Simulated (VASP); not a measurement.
A run of VASP 6.6.1 is set up as follows.

File INCAR:

```
PREC = Accurate
ENCUT = 520
EDIFF = 1E-6
ISMEAR = -1
SIGMA = 0.02
LREAL = F
LASPH = T
NELM = 100
ALGO = Normal
ISIF = 2
LWAVE = F
LCHARG = F
NBANDS = 28
```

Contents of KPOINTS:

```
regular mesh
0
Gamma
  6 6 6
```

POSCAR

```
KCaF3
1.0
    4.3208545371      0.0000000000      0.0000000000
    0.0000000000      4.3208545371      0.0000000000
    0.0000000000      0.0000000000      4.3208545371
K Ca F
1 1 3
Direct
    0.5000000000      0.5000000000      0.5000000000
    0.0000000000      0.0000000000      0.0000000000
    0.0000000000      0.5000000000      0.0000000000
    0.0000000000      0.0000000000      0.5000000000
    0.5000000000      0.0000000000      0.0000000000
```

Potentials or basis: VASP PAW LDA potentials, release 64 (K_sv, Ca_sv, F).

The run is started by

```bash
$ cat potpaw_LDA.64/K_sv/POTCAR potpaw_LDA.64/Ca_sv/POTCAR potpaw_LDA.64/F/POTCAR > POTCAR
$ mpirun -np 1 vasp_std > vasp.out
```

Question: What does it give for the band gap on the k mesh?

Answer: 6.29 eV (least direct gap 6.38 eV).

Question: Predict the pressure.

Answer: 0.5 GPa.

A k mesh can miss the band edges.
